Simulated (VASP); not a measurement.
# Sc (Pm-3m) in VASP: further runs, part 2 of 2

VASP 6.6.1.

## 4. Relaxation of cell and atoms, PBE, target pressure 60 GPa, at which the enthalpy is minimised

INCAR reads:

```
ALGO = Normal
EDIFF = 1E-7
EDIFFG = -0.01
ENCUT = 600
GGA = PE
IBRION = 2
ISIF = 3
ISMEAR = 0
LASPH = T
LCHARG = F
LREAL = F
LWAVE = F
NELM = 60
NSW = 80
PREC = Accurate
PSTRESS = 600.0
SIGMA = 0.05
```

KPOINTS reads:

```
k-points
0
Gamma
  14 14 14
```

POSCAR reads:

```
Sc
1.0
    3.0200000000      0.0000000000      0.0000000000
    0.0000000000      3.0200000000      0.0000000000
    0.0000000000      0.0000000000      3.0200000000
Sc
1
Direct
    0.0000000000      0.0000000000      0.0000000000
```

Potentials or basis: VASP PAW PBE potentials, release 64 (Sc_sv).

Started as:

```console
$ cat potpaw_PBE.64/Sc_sv/POTCAR > POTCAR
$ mpirun -np 1 vasp_std > vasp.out
```

OUTCAR:

```text
EDIFF = 1E-7
   EDIFFG = -0.01
   ENCUT = 600
   GGA = PE
   IBRION = 2
   ISIF = 3
   ISMEAR = 0
   LASPH = T
   LREAL = F
   NELM = 60
   NSW = 80
   PREC = Accurate
   PSTRESS = 600.0

 ion  position               nearest neighbor table
   1  0.000  0.000  0.000-

  LATTYP: Found a simple cubic cell.
 ALAT       =     3.0200000000

  Lattice vectors:

 A1 = (   3.0200000000,   0.0000000000,   0.0000000000)
 A2 = (   0.0000000000,   3.0200000000,   0.0000000000)
 A3 = (   0.0000000000,   0.0000000000,   3.0200000000)

Analysis of symmetry for initial positions (statically):
=====================================================================
 Subroutine PRICEL returns:
 Original cell was already a primitive cell.

 Routine SETGRP: Setting up the symmetry group for a
 simple cubic supercell.

 Subroutine GETGRP returns: Found 48 space group operations
 (whereof 48 operations were pure point group operations)
 out of a pool of 48 trial point group operations.

The static configuration has the point symmetry O_h .

Analysis of symmetry for dynamics (positions and initial velocities):
=====================================================================
 Subroutine PRICEL returns:
 Original cell was already a primitive cell.

 Routine SETGRP: Setting up the symmetry group for a
 simple cubic supercell.

 Subroutine GETGRP returns: Found 48 space group operations
 (whereof 48 operations were pure point group operations)
 out of a pool of 48 trial point group operations.

The dynamic configuration has the point symmetry O_h .

 Subroutine INISYM returns: Found 48 space group operations
 (whereof 48 operations are pure point group operations),
 and found     1 'primitive' translations

----------------------------------------------------------------------------------------

                                     Primitive cell

  volume of cell :      27.5436

  direct lattice vectors                    reciprocal lattice vectors
     3.020000000  0.000000000  0.000000000     0.331125828  0.000000000  0.000000000
     0.000000000  3.020000000  0.000000000     0.000000000  0.331125828  0.000000000
     0.000000000  0.000000000  3.020000000     0.000000000  0.000000000  0.331125828

  length of vectors
     3.020000000  3.020000000  3.020000000     0.331125828  0.331125828  0.331125828

  position of ions in fractional coordinates (direct lattice)
     0.000000000  0.000000000  0.000000000

  ion indices of the primitive-cell ions
   primitive index   ion index
                 1           1

----------------------------------------------------------------------------------------

 KPOINTS: k-points

Automatic generation of k-mesh.
 Grid dimensions read from file:
 generate k-points for:   14   14   14

 Generating k-lattice:

  Cartesian coordinates                     Fractional coordinates (reciprocal lattice)
     0.023651845  0.000000000  0.000000000     0.071428571  0.000000000  0.000000000
     0.000000000  0.023651845  0.000000000     0.000000000  0.071428571  0.000000000
     0.000000000  0.000000000  0.023651845     0.000000000  0.000000000  0.071428571

  Length of vectors
     0.023651845  0.023651845  0.023651845

  Shift w.r.t. Gamma in fractional coordinates (k-lattice)
     0.000000000  0.000000000  0.000000000

 Subroutine IBZKPT returns following result:
 ===========================================

 Found    120 irreducible k-points:

 Following reciprocal coordinates:
            Coordinates               Weight
  0.000000  0.000000  0.000000      1.000000
  0.071429  0.000000  0.000000      6.000000
  0.142857  0.000000  0.000000      6.000000
  0.214286  0.000000  0.000000      6.000000
  0.285714  0.000000  0.000000      6.000000
  0.357143  0.000000  0.000000      6.000000
[... 16 lines left out ...]
  0.285714  0.214286  0.000000     24.000000
  0.357143  0.214286  0.000000     24.000000
 [... further k-points ...]
   k-points           NKPTS =    120   k-points in BZ     NKDIM =    120   number of bands    NBANDS=      9
   number of dos      NEDOS =    301   number of ions     NIONS =      1
   total plane-waves  NPLWV =  13824
   dimension x,y,z NGX =    24 NGY =   24 NGZ =   24
   dimension x,y,z NGXF=    48 NGYF=   48 NGZF=   48
   ions per type =               1
   NGX,Y,Z   is equivalent  to a cutoff of  13.21, 13.21, 13.21 a.u.
   NGXF,Y,Z  is equivalent  to a cutoff of  26.42, 26.42, 26.42 a.u.
 SYSTEM =  unknown system
   PREC   = accura    normal or accurate (medium, high low for compatibility)
   ISTART =      0    job   : 0-new  1-cont  2-samecut
   ICHARG =      2    charge: 1-file 2-atom 10-const
   ISPIN  =      1    spin polarized calculation?
   LNONCOLLINEAR =      F non collinear calculations
   LSORBIT =      F    spin-orbit coupling
   LASPH  =      T    aspherical Exc in radial PAW
   ENCUT  =  600.0 eV  44.10 Ry    6.64 a.u.   6.03  6.03  6.03*2*pi/ulx,y,z
   NELM   =     60;   NELMIN=  2; NELMDL= -5     # of ELM steps
   EDIFF  = 0.1E-06   stopping-criterion for ELM
   LREAL  =      F    real-space projection
   EDIFFG = -.1E-01   stopping-criterion for IOM
   NSW    =     80    number of steps for IOM
   IBRION =      2    ionic relax: 0-MD 1-quasi-New 2-CG
   NFREE  =      1    steps in history (QN), initial steepest desc. (CG)
   ISIF   =      3    stress and relaxation
   ISYM   =      2    0-nonsym 1-usesym 2-fastsym
   POTIM  = 0.5000    time-step for ionic-motion
   TEBEG  =    0.0;   TEEND  =   0.0 temperature during run
   PSTRESS=  600.0 pullay stress
   NELECT =      11.0000    total number of electrons
   NUPDOWN=      -1.0000    fix difference up-down
   EMIN   =  10.00;   EMAX   =-10.00  energy-range for DOS
   EFERMI =   0.00;   METHOD = LEGACY
   ISMEAR =     0;   SIGMA  =   0.05  broadening in eV -4-tet -1-fermi 0-gaus
   EFERMI_NEDOS =   21; number of points for ismear=-14 and -15
   IALGO  =     38    algorithm
   IMIX   =      4    mixing-type and parameters
     AMIX     =   0.40;   BMIX     =  1.00
     AMIX_MAG =   1.60;   BMIX_MAG =  1.00
  volume/ion in A,a.u.               =      27.54       185.87
  Fermi-wavevector in a.u.,A,eV,Ry     =   1.205588  2.278230 19.775273  1.453442
  Thomas-Fermi vector in A             =   2.341280
   LORBIT       =      0    0 simple, 1 ext, 2 COOP (PROOUT), +10 PAW based schemes
   GGA     = PE    functional components
   LHFCALC =     F    Hartree Fock is set to
   AEXX    =    0.0000 exact exchange contribution
   IVDW    =     0    specifies the selected vdW correction
   LEPSILON=     F    determine dielectric tensor
   LRPA    =     F    only Hartree local field effects (RPA)
 conjugate gradient relaxation of ions
 non-spin polarized calculation
 Gauss-broadening in eV      SIGMA  =   0.05
  energy-cutoff  :      600.00
  volume of cell :       27.54
 maximum number of plane-waves:       939
   NGX = 13   NGY = 13   NGZ = 13

--------------------------------------- Ionic step        1  -------------------------------------------

 number of electron      11.0000006 magnetization

 Free energy of the ion-electron system (eV)
  ---------------------------------------------------
  ext. energy  EPLUGINS =         0.00000000
  ---------------------------------------------------
  free energy    TOTEN  =        -5.47466010 eV

  energy without entropy =       -5.46896378  energy(sigma->0) =       -5.47181194

 E-fermi :   3.1697     XC(G=0):  -9.3786

 val. band max:        3.1686785002   @ k =   0.3571   0.0000   0.0000
 cond. band min:       3.1711706810   @ k =   0.5000   0.2143   0.2143
 fundamental gap:      0.0024921808
 Fermi energy:         3.1697432608
[... 988 lines left out ...]
  energy  without entropy=       -5.4612010195  energy(sigma->0) =       -5.46317811

  enthalpy is  TOTEN    =         3.5463759874 eV   P V=        9.0115311882

[... ionic steps 4 to 15 ...]

--------------------------------------- Ionic step       16  -------------------------------------------

 number of electron      10.9999999 magnetization

------------------------ aborting loop because EDIFF is reached ----------------------------------------
[... 69 lines left out ...]
--------------------------------------- Ionic step       18  -------------------------------------------

 number of electron      10.9999998 magnetization

 Free energy of the ion-electron system (eV)
  ---------------------------------------------------
  ext. energy  EPLUGINS =         0.00000000
  ---------------------------------------------------
  free energy    TOTEN  =        -4.04026493 eV

  energy without entropy =       -4.03873249  energy(sigma->0) =       -4.03949871

 E-fermi :   7.9091     XC(G=0): -12.4054

 val. band max:        7.8900274605   @ k =   0.3571   0.2857   0.0000
 cond. band min:       7.9141030715   @ k =   0.3571   0.3571   0.2857
 fundamental gap:      0.0240756110
 Fermi energy:         7.9091229012
[... 320 lines left out ...]
  energy  without entropy=       -4.0387324932  energy(sigma->0) =       -4.03949871

  enthalpy is  TOTEN    =         1.1551838042 eV   P V=        5.1954487307

 reached required accuracy - stopping structural energy minimisation
```

OSZICAR:

```text
N       E                     dE             d eps       ncg     rms          rms(c)
DAV:   1     0.838437487235E+02    0.83844E+02   -0.55850E+03  2160   0.129E+03
DAV:   2    -0.419158381850E+01   -0.88035E+02   -0.87312E+02  2187   0.355E+02
[... 141 lines left out ...]
  17 F= 0.11552208E+01 E0= 0.11559955E+01  d E =-.593923E-03
       N       E                     dE             d eps       ncg     rms          rms(c)
DAV:   1    -0.404062068646E+01   -0.10192E-01   -0.11574E-02  2161   0.204E+00    0.197E-01
DAV:   2    -0.404029816984E+01    0.32252E-03   -0.83738E-04  2961   0.526E-01    0.425E-02
DAV:   3    -0.404026656677E+01    0.31603E-04   -0.12457E-04  3144   0.201E-01    0.259E-02
DAV:   4    -0.404026487193E+01    0.16948E-05   -0.33607E-06  2322   0.219E-02    0.846E-04
DAV:   5    -0.404026492644E+01   -0.54507E-07   -0.81647E-08  1723   0.458E-03
  18 F= 0.11551838E+01 E0= 0.11559500E+01  d E =-.630886E-03
```

Run time: 4 min. Hardware: 1 thread of Intel Xeon 8259CL, shared host; peak memory 0.21 GiB.

Results:

```
Free energy                                                : -4.0403 eV
Relaxed volume                                             : 13.87 Å³/atom
Relaxed cell                                               : a = 2.403 Å, b = 2.403 Å, c = 2.403 Å, α = 90.00°, β = 90.00°, γ = 90.00°
Space group after relaxing (to 0.1 Å)                      : Pm-3m (No. 221)
Energy change on relaxing (the run minimises the enthalpy) : +1434.4 meV/atom
Ionic steps                                                : 18
Pressure after relaxing                                    : 60.0 GPa
Band gap on the k mesh                                     : zero (an odd number of electrons rules out a gap without spin polarisation)
```

Step by step:
| step | energy change (eV) | largest force (eV/Å) | pressure (GPa) | volume (Å³) |
| --- | --- | --- | --- | --- |
| 1 | 0.0000 | 0.0000 | -1.82 | 27.54 |
| 2 | 52.5570 | 0.0000 | 5748.18 | 3.19 |
| 3 | 0.0095 | 0.0000 | 3.26 | 24.06 |
| 4 | 0.0990 | 0.0000 | 9.18 | 21.67 |
| 5 | 1.4628 | 0.0000 | 61.16 | 13.80 |
| 6 | 1.3826 | 0.0000 | 57.89 | 14.01 |
| 7 | 1.3847 | 0.0000 | 57.98 | 14.01 |
| 8 | 1.3909 | 0.0000 | 58.23 | 13.99 |
| 9 | 1.3910 | 0.0000 | 58.23 | 13.99 |
| 10 | 1.3912 | 0.0000 | 58.24 | 13.99 |
| 11 | 1.3916 | 0.0000 | 58.26 | 13.99 |
| 12 | 1.3924 | 0.0000 | 58.29 | 13.99 |
| 13 | 1.3941 | 0.0000 | 58.36 | 13.98 |
| 14 | 1.3974 | 0.0000 | 58.50 | 13.97 |
| 15 | 1.4040 | 0.0000 | 58.76 | 13.96 |
| 16 | 1.4173 | 0.0000 | 59.30 | 13.92 |
| 17 | 1.4442 | 0.0000 | 60.40 | 13.85 |
| 18 | 1.4344 | 0.0000 | 60.01 | 13.87 |

Final structure:
```cif
data_structure
_symmetry_space_group_name_H-M 'P 1'
_symmetry_Int_Tables_number 1
_cell_length_a 2.4029
_cell_length_b 2.4029
_cell_length_c 2.4029
_cell_angle_alpha 90.000
_cell_angle_beta 90.000
_cell_angle_gamma 90.000
_cell_volume 13.87
loop_
_atom_site_label
_atom_site_type_symbol
_atom_site_fract_x
_atom_site_fract_y
_atom_site_fract_z
_atom_site_occupancy
Sc1 Sc 0.00000 0.00000 0.00000 1
```

Levels at points of the mesh, in eV from the Fermi level:
```tsv
k point	band 1	band 2	band 3	band 4	band 5	band 6	band 7	band 8	band 9
(0.00, 0.00, 0.00)	-49.24	-26.21	-26.21	-26.21	-5.31	-1.61	-1.61	7.03	7.03
(0.50, 0.00, 0.00)	-48.67	-29.11	-25.93	-25.93	-0.84	-0.38	1.17	3.54	3.54
(0.50, 0.50, 0.00)	-48.14	-28.55	-28.55	-25.67	-4.39	0.94	4.37	4.37	8.37
(0.50, 0.50, 0.50)	-47.64	-28.09	-28.09	-28.09	-1.95	-1.95	-1.95	9.26	9.26
```

Caveat: the cell is relaxed towards a set pressure, so the run minimises the enthalpy, not the energy; the volume moved by over 15 % at a fixed basis, so the end points are rough.

## 5. Summary

| cell | gap on the mesh (eV) | pressure (GPa) |
| --- | --- | --- |
| relaxed to 20 GPa | none | 20.0 |
| relaxed to 40 GPa | none | 39.9 |
| relaxed to 60 GPa | none | 60.0 |

Alike in all rows: task relaxation of cell and atoms; level PBE; potentials or basis VASP PAW PBE potentials, release 64 (Sc_sv); no spin polarisation; k mesh 14 × 14 × 14; cutoff (eV) 600; smearing gaussian 0.05 eV.

Caveats: the cell is relaxed towards a set pressure, so the run minimises the enthalpy, not the energy; the volume moved by over 15 % at a fixed basis, so the end points are rough.

Absolute energies hang on the potentials; compare differences alone.
